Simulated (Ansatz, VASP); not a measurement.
## One calculation of HfC, two programs

```
Hf C
1.0
     0.00000    2.50453    2.50453
     2.50453    0.00000    2.50453
     2.50453    2.50453    0.00000
Hf C
1 1
Direct
  0.50000 0.50000 0.50000
  0.00000 0.00000 0.00000
```

Change from the starting cell: volume scaled by 1.25.

Alike in both runs: functional PBE0; dispersion D3(BJ); k mesh 5 × 5 × 5; occupations fermi-dirac, width 0.1 eV; no spin polarisation.

```csv
,VASP,Ansatz
version,VASP 6.6.1,Ansatz 0.2.0
potentials or method,"VASP PAW PBE potentials, release 64 (Hf_pv, C)",PseudoDojo stringent (PBE files)
plane-wave cutoff (eV),520,1796
valence electrons in the cell,14,30
task,single point,density of states
```

```csv
,VASP,Ansatz,Ansatz less VASP
gap on the k mesh at the Fermi level (eV),none,none,-
pressure (GPa),-41.4,-41.6,-0.10
```

A gap of «none» marks a metal or a gap that the smearing closes. Both programs put the cell under strong tension, so it lies far from rest at this level. VASP's potentials hold 14 valence electrons a cell and Ansatz's 30, so a difference there can come from the potentials and not from the codes.

The k mesh is coarse, so the values compare programs but aren't converged. Neither program's run includes spin-orbit coupling. Noted on VASP's run: the cell as given lies far from equilibrium.
